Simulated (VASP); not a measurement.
# CaSnSe (P6_3/mmc) in VASP: single point with PBE

Aim: the single point of CaSnSe with PBE.

All numbers are computed with VASP 6.6.1; they aren't measurements. Logs are shortened: lines on timing, memory, paths and dates and some standing lists are left out, and cuts for length are marked.

## 1. The cell of the first run

Symmetry: P6_3/mmc, No. 194, hexagonal system. The conventional cell has a = 5.194 Å, b = 5.194 Å, c = 6.987 Å, α = 90.00°, β = 90.00°, γ = 120.00°. Within 4.6 Å of Ca (site symmetry -3m) lie 6 Sn at 3.47 Å and 6 Se at 3.47 Å and 2 Ca at 3.49 Å. Sn (site symmetry -6m2) has 5 Se at 3.00 to 3.49 Å and 6 Ca at 3.47 Å within 3.9 Å. Within 3.9 Å of Se (site symmetry -6m2) lie 5 Sn at 3.00 to 3.49 Å and 6 Ca at 3.47 Å.

## 2. Single point, PBE

The input, INCAR:

```
SYSTEM = CaSnSe
PREC = Accurate ; ENCUT = 520
EDIFF = 1E-6 ; ISMEAR = 0
SIGMA = 0.1 ; LREAL = .FALSE.
LASPH = .TRUE. ; NELM = 100
ALGO = Fast ; ISIF = 2
LWAVE = .FALSE. ; LCHARG = .FALSE.
GGA = PE ; NBANDS = 39
```

The input, KPOINTS:

```
Automatic mesh
0
G
  12 12 6
  0 0 0
```

The input, POSCAR:

```
CaSnSe
1.0
    5.1939724627      0.0000000000      0.0000000000
   -2.5969862314      4.4981120992      0.0000000000
    0.0000000000      0.0000000000      6.9869509943
Ca Sn Se
2 2 2
Direct
    0.0000000000      0.0000000000      0.0000000000
    0.0000000000      0.0000000000      0.5000000000
    0.3333333333      0.6666666667      0.2500000000
    0.6666666667      0.3333333333      0.7500000000
    0.6666666667      0.3333333333      0.2500000000
    0.3333333333      0.6666666667      0.7500000000
```

Potentials or basis: VASP PAW PBE potentials, release 64 (Ca_sv, Sn_d, Se).

The run is started by

```console
cat potpaw_PBE.64/Ca_sv/POTCAR potpaw_PBE.64/Sn_d/POTCAR potpaw_PBE.64/Se/POTCAR > POTCAR
mpirun -np 1 vasp_std > vasp.out
```

OUTCAR:

```text
SYSTEM = CaSnSe
   PREC = Accurate
   ENCUT = 520
   EDIFF = 1E-6
   ISMEAR = 0
   LREAL = .FALSE.
   LASPH = .TRUE.
   NELM = 100
   ISIF = 2
   GGA = PE

 ion  position               nearest neighbor table
   1  0.000  0.000  0.000-
   2  0.000  0.000  0.500-
   3  0.333  0.667  0.250-   5 3.00   5 3.00   5 3.00
   4  0.667  0.333  0.750-   6 3.00   6 3.00   6 3.00
   5  0.667  0.333  0.250-   3 3.00   3 3.00   3 3.00
   6  0.333  0.667  0.750-   4 3.00   4 3.00   4 3.00

  LATTYP: Found a hexagonal cell.
 ALAT       =     5.1939724627
 C/A-ratio  =     1.3452037038

  Lattice vectors:

 A1 = (   5.1939724627,   0.0000000000,   0.0000000000)
 A2 = (  -2.5969862314,   4.4981120992,   0.0000000000)
 A3 = (   0.0000000000,   0.0000000000,   6.9869509943)

Analysis of symmetry for initial positions (statically):
=====================================================================
 Subroutine PRICEL returns:
 Original cell was already a primitive cell.

 Routine SETGRP: Setting up the symmetry group for a
 hexagonal supercell.

 Subroutine GETGRP returns: Found 24 space group operations
 (whereof 12 operations were pure point group operations)
 out of a pool of 24 trial point group operations.

The static configuration has the point symmetry D_3d.
 The point group associated with its full space group is D_6h.

Analysis of symmetry for dynamics (positions and initial velocities):
=====================================================================
 Subroutine PRICEL returns:
 Original cell was already a primitive cell.

 Routine SETGRP: Setting up the symmetry group for a
 hexagonal supercell.

 Subroutine GETGRP returns: Found 24 space group operations
 (whereof 12 operations were pure point group operations)
 out of a pool of 24 trial point group operations.

The dynamic configuration has the point symmetry D_3d.
 The point group associated with its full space group is D_6h.

 Subroutine INISYM returns: Found 24 space group operations
 (whereof 12 operations are pure point group operations),
 and found     1 'primitive' translations

----------------------------------------------------------------------------------------

                                     Primitive cell

  volume of cell :     163.2366

  direct lattice vectors                    reciprocal lattice vectors
     5.193972463  0.000000000  0.000000000     0.192530863  0.111157746  0.000000000
    -2.596986231  4.498112099  0.000000000     0.000000000  0.222315491  0.000000000
     0.000000000  0.000000000  6.986950994     0.000000000  0.000000000  0.143123946

  length of vectors
     5.193972463  5.193972463  6.986950994     0.222315491  0.222315491  0.143123946

  position of ions in fractional coordinates (direct lattice)
     0.000000000  0.000000000  0.000000000
     0.000000000  0.000000000  0.500000000
     0.333333333  0.666666667  0.250000000
     0.666666667  0.333333333  0.750000000
     0.666666667  0.333333333  0.250000000
     0.333333333  0.666666667  0.750000000

  ion indices of the primitive-cell ions
   primitive index   ion index
                 1           1
                 2           2
                 3           3
                 4           4
                 5           5
                 6           6

----------------------------------------------------------------------------------------

 KPOINTS: Automatic mesh

Automatic generation of k-mesh.
 Grid dimensions read from file:
 generate k-points for:   12   12    6

 Generating k-lattice:

  Cartesian coordinates                     Fractional coordinates (reciprocal lattice)
     0.016044239  0.009263145  0.000000000     0.083333333  0.000000000  0.000000000
     0.000000000  0.018526291  0.000000000     0.000000000  0.083333333  0.000000000
     0.000000000  0.000000000  0.023853991     0.000000000  0.000000000  0.166666667

  Length of vectors
     0.018526291  0.018526291  0.023853991

  Shift w.r.t. Gamma in fractional coordinates (k-lattice)
     0.000000000  0.000000000  0.000000000

 Subroutine IBZKPT returns following result:
 ===========================================

 Found     76 irreducible k-points:

 Following reciprocal coordinates:
            Coordinates               Weight
  0.000000  0.000000  0.000000      1.000000
  0.083333  0.000000  0.000000      6.000000
  0.166667  0.000000  0.000000      6.000000
  0.250000  0.000000  0.000000      6.000000
  0.333333  0.000000  0.000000      6.000000
  0.416667  0.000000  0.000000      6.000000
[... 16 lines left out ...]
  0.250000  0.000000  0.166667     12.000000
  0.333333  0.000000  0.166667     12.000000
 [... further k-points ...]
   k-points           NKPTS =     76   k-points in BZ     NKDIM =     76   number of bands    NBANDS=     39
   number of dos      NEDOS =    301   number of ions     NIONS =      6
   total plane-waves  NPLWV =  86400
   dimension x,y,z NGX =    40 NGY =   40 NGZ =   54
   dimension x,y,z NGXF=    80 NGYF=   80 NGZF=  108
   ions per type =               2   2   2
   NGX,Y,Z   is equivalent  to a cutoff of  12.80, 12.80, 12.85 a.u.
   NGXF,Y,Z  is equivalent  to a cutoff of  25.61, 25.61, 25.70 a.u.
 SYSTEM =  CaSnSe
   PREC   = accura    normal or accurate (medium, high low for compatibility)
   ISTART =      0    job   : 0-new  1-cont  2-samecut
   ICHARG =      2    charge: 1-file 2-atom 10-const
   ISPIN  =      1    spin polarized calculation?
   LNONCOLLINEAR =      F non collinear calculations
   LSORBIT =      F    spin-orbit coupling
   LASPH  =      T    aspherical Exc in radial PAW
   ENCUT  =  520.0 eV  38.22 Ry    6.18 a.u.   9.66  9.66 12.99*2*pi/ulx,y,z
   NELM   =    100;   NELMIN=  2; NELMDL= -5     # of ELM steps
   EDIFF  = 0.1E-05   stopping-criterion for ELM
   LREAL  =      F    real-space projection
   EDIFFG = 0.1E-04   stopping-criterion for IOM
   NSW    =      0    number of steps for IOM
   IBRION =     -1    ionic relax: 0-MD 1-quasi-New 2-CG
   NFREE  =      0    steps in history (QN), initial steepest desc. (CG)
   ISIF   =      2    stress and relaxation
   ISYM   =      2    0-nonsym 1-usesym 2-fastsym
   POTIM  = 0.5000    time-step for ionic-motion
   TEBEG  =    0.0;   TEEND  =   0.0 temperature during run
   PSTRESS=    0.0 pullay stress
   NELECT =      60.0000    total number of electrons
   NUPDOWN=      -1.0000    fix difference up-down
   EMIN   =  10.00;   EMAX   =-10.00  energy-range for DOS
   EFERMI =   0.00;   METHOD = LEGACY
   ISMEAR =     0;   SIGMA  =   0.10  broadening in eV -4-tet -1-fermi 0-gaus
   EFERMI_NEDOS =   21; number of points for ismear=-14 and -15
   IALGO  =     68    algorithm
   IMIX   =      4    mixing-type and parameters
     AMIX     =   0.40;   BMIX     =  1.00
     AMIX_MAG =   1.60;   BMIX_MAG =  1.00
  volume/ion in A,a.u.               =      27.21       183.60
  Fermi-wavevector in a.u.,A,eV,Ry     =   1.172698  2.216077 18.711000  1.375220
  Thomas-Fermi vector in A             =   2.309122
   LORBIT       =      0    0 simple, 1 ext, 2 COOP (PROOUT), +10 PAW based schemes
   GGA     = PE    functional components
   LHFCALC =     F    Hartree Fock is set to
   AEXX    =    0.0000 exact exchange contribution
   IVDW    =     0    specifies the selected vdW correction
   LEPSILON=     F    determine dielectric tensor
   LRPA    =     F    only Hartree local field effects (RPA)
 non-spin polarized calculation
 RMM-DIIS sequential band-by-band and
 Gauss-broadening in eV      SIGMA  =   0.10
  energy-cutoff  :      520.00
  volume of cell :      163.24
 maximum number of plane-waves:      4454
 NGX is ok and might be reduce to    40
   NGX = 19   NGY = 19   NGZ = 25

 number of electron      59.9999994 magnetization

 Free energy of the ion-electron system (eV)
  ---------------------------------------------------
  ext. energy  EPLUGINS =         0.00000000
  ---------------------------------------------------
  free energy    TOTEN  =       -21.31681200 eV

  energy without entropy =      -21.29608923  energy(sigma->0) =      -21.30645062

 E-fermi :   5.4745     XC(G=0):  -9.5435

 val. band max:        5.4692750158   @ k =   0.3333   0.0833   0.3333
 cond. band min:       5.4832017238   @ k =   0.2500   0.0000   0.3333
 fundamental gap:      0.0139267080
 Fermi energy:         5.4745176068

 k-point     1 :       0.0000    0.0000    0.0000
  band No.  band energies     occupation
      1     -36.3453      2.00000
      2     -36.3253      2.00000
      3     -17.5137      2.00000
      4     -17.3517      2.00000
      5     -17.3517      2.00000
      6     -17.3231      2.00000
[... 31 lines left out ...]
     38       9.1163      0.00000
     39       9.1995      0.00000

 k-point     2 :       0.0833    0.0000    0.0000
  band No.  band energies     occupation
      1     -36.3453      2.00000
      2     -36.3253      2.00000
      3     -17.5135      2.00000
      4     -17.3521      2.00000
      5     -17.3516      2.00000
      6     -17.3233      2.00000
[... 31 lines left out ...]
     38       9.0405      0.00000
     39       9.1347      0.00000

 k-point     3 :       0.1667    0.0000    0.0000
  band No.  band energies     occupation
      1     -36.3452      2.00000
      2     -36.3253      2.00000
      3     -17.5130      2.00000
      4     -17.3531      2.00000
      5     -17.3515      2.00000
      6     -17.3238      2.00000
[... 31 lines left out ...]
     38       8.6122      0.00000
     39       9.1075      0.00000

 k-point     4 :       0.2500    0.0000    0.0000
  band No.  band energies     occupation
      1     -36.3452      2.00000
      2     -36.3253      2.00000
      3     -17.5125      2.00000
      4     -17.3545      2.00000
      5     -17.3513      2.00000
      6     -17.3246      2.00000
[... 31 lines left out ...]
     38       8.7616      0.00000
     39       9.1935      0.00000
[... 754 lines left out ...]
     38       8.5531      0.00000
     39       9.0842      0.00000

 k-point    23 :       0.2500    0.0000    0.1667
  band No.  band energies     occupation
      1     -36.3439      2.00000
      2     -36.3266      2.00000
      3     -17.4974      2.00000
      4     -17.3525      2.00000
      5     -17.3495      2.00000
      6     -17.3266      2.00000
[... 31 lines left out ...]
     38       8.8601      0.00000
     39       8.9877      0.00000

 k-point    24 :       0.3333    0.0000    0.1667
  band No.  band energies     occupation
      1     -36.3438      2.00000
      2     -36.3266      2.00000
      3     -17.4968      2.00000
      4     -17.3538      2.00000
      5     -17.3494      2.00000
      6     -17.3275      2.00000
[... 31 lines left out ...]
     38       8.3240      0.00000
     39       8.9678      0.00000

 [... further k-points ...]

------------------------ aborting loop because EDIFF is reached ----------------------------------------

  FORCE on cell =-STRESS in cart. coord.  units (eV):
  Direction    XX          YY          ZZ          XY          YZ          ZX
  --------------------------------------------------------------------------------------
  -------------------------------------------------------------------------------------
  Total        0.0266081      0.0266081      0.0301637     -0.0000000     -0.0000000      0.0000000
  in kB        0.2611599      0.2611599      0.2960586     -0.0000000     -0.0000000      0.0000000
  external PRESSURE =       0.2727928 kB  Pullay stress =       0.0000000 kB

 VOLUME and BASIS-vectors are now :
 -----------------------------------------------------------------------------
  energy-cutoff  :      520.00
  volume of cell :      163.24
      direct lattice vectors                 reciprocal lattice vectors
     5.193972463  0.000000000  0.000000000     0.192530863  0.111157746  0.000000000
    -2.596986231  4.498112099  0.000000000     0.000000000  0.222315491  0.000000000
     0.000000000  0.000000000  6.986950994     0.000000000  0.000000000  0.143123946

 POSITION                                       TOTAL-FORCE (eV/Angst)
 -----------------------------------------------------------------------------------
      0.00000      0.00000      0.00000        -0.000000      0.000000     -0.000000
      0.00000      0.00000      3.49348        -0.000000      0.000000     -0.000000
     -0.00000      2.99874      1.74674         0.000000     -0.000000      0.000000
      2.59699      1.49937      5.24021        -0.000000      0.000000     -0.000000
      2.59699      1.49937      1.74674         0.000000     -0.000000     -0.000000
     -0.00000      2.99874      5.24021        -0.000000      0.000000     -0.000000
 -----------------------------------------------------------------------------------
    total drift:                               -0.000000      0.000000      0.000000

  FREE ENERGIE OF THE ION-ELECTRON SYSTEM (eV)
  ---------------------------------------------------
  free  energy   TOTEN  =       -21.3168120043 eV

  energy  without entropy=      -21.2960892306  energy(sigma->0) =      -21.30645062
```

Run time: 8.2 min. Hardware: 1 thread of Intel Xeon 6975P-C (Granite Rapids), shared host; peak memory 0.59 GiB.

What came out:

```yaml
Free_energy: -21.3168 eV
Pressure: 0.0 GPa
Band_gap_on_the_k_mesh: zero (bands 30 and 31 overlap by 1.19 eV)
```

Levels at points of the mesh, in eV from the Fermi level:
```
           k point  band 26  band 27  band 28  band 29  band 30  band 31  band 32  band 33  band 34  band 35
(0.00, 0.00, 0.00)    -3.35    -3.35    -2.43    -0.66    -0.66    -0.10    -0.10     0.34     1.56     1.75
(0.50, 0.00, 0.00)    -3.64    -3.52    -2.30     0.63     0.67     0.89     1.08     1.39     1.96     2.23
(0.00, 0.00, 0.50)    -3.85    -3.14    -3.14    -0.47    -0.47    -0.47    -0.47     0.50     0.50     1.67
(0.50, 0.00, 0.50)    -3.32    -2.47    -2.47    -0.78    -0.78     1.02     1.02     1.44     1.44     2.38
```

Caveat: spin-orbit coupling is left out, which moves the levels of the heavy elements.
